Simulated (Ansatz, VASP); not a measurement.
Two plane-wave programs on SrLiH3

```xyz
5
Lattice="4.6308 0.0000 -0.0463 0.0000 4.6308 0.0000 -0.0463 0.0000 4.6308" Properties=species:S:1:pos:R:3 pbc="T T T"
Li    0.0000    0.0000    0.0000
Sr    2.2922    2.3154    2.2922
H    -0.0232    2.3154    2.3154
H     2.2922    0.0000    2.2922
H     2.3154    2.3154   -0.0232
```

Change from the starting cell: strain -0.0200 x Voigt [0, 0, 0, 0, 1, 0], atoms carried along.

Alike in both runs: task single point; functional PBE; k mesh 6 × 6 × 6; occupations gaussian, width 0.05 eV; no spin polarisation.

|  | VASP | Ansatz |
| --- | --- | --- |
| version | VASP 6.6.1 | Ansatz 0.2.0 |
| potentials or method | VASP PAW PBE potentials, release 64 (Li_sv, Sr_sv, H), cutoff 520 eV | scalar-relativistic, plane waves, PAW |
| valence electrons in the cell | 16 | 16 |

|  | VASP | Ansatz | Ansatz less VASP |
| --- | --- | --- | --- |
| gap on the k mesh at the Fermi level (eV) | 1.79 | 1.79 | +0.003 |
| least direct gap on the mesh (eV) | 2.20 | 2.20 | +0.001 |

Noted on VASP's run: the cutoff is under 1.25 times that of the potentials, so the pressure is a little rough.
